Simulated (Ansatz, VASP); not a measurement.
# CdTe2Pb3: VASP beside Ansatz

```xyz
6
Lattice="4.5879 0.0064 0.2620 -0.0006 4.5651 0.2732 0.5339 0.5595 9.6800" Properties=species:S:1:pos:R:3 pbc="T T T"
Cd    1.5740    3.1178    0.3013
Te    2.9776   -0.0621    3.3839
Te    5.1391    2.0738    6.8232
Pb   -0.7227    0.8266   -0.0051
Pb    2.9113   -0.1664    6.6188
Pb    0.6574    2.1931    3.3028
```

Change from the starting cell: cell x1, atoms moved at random (sigma 0.15 Å) and cell strained at random (1.5 %), then relaxed without symmetry.

Alike in both runs: functional PBE; k mesh 6 × 6 × 4; occupations gaussian, width 0.2 eV; no spin polarisation.

Ansatz relaxed the structure, and its values are those at the end. VASP's run is a single point on that final structure, the one shown.

|  | VASP | Ansatz |
| --- | --- | --- |
| version | VASP 6.6.1 | Ansatz 0.2.0 |
| potentials or method | VASP PAW PBE potentials, release 64 (Cd, Te, Pb_d), cutoff 520 eV | scalar-relativistic, plane waves, PAW |
| valence electrons in the cell | 66 | 94 |

```tsv
	VASP	Ansatz	Ansatz less VASP
gap on the k mesh at the Fermi level (eV)	none	none	-
pressure (GPa)	0.0	0.0	+0.02
rms of the force components (eV/Å)	0.004	0.004	+0.0001
```

A gap of «none» marks a metal or a gap that the smearing closes. The functional is the same, so the differences come from potentials, cutoffs and numerics. VASP's potentials hold 66 valence electrons a cell and Ansatz's 94, so a difference there can come from the potentials and not from the codes.

Neither program's run includes spin-orbit coupling.
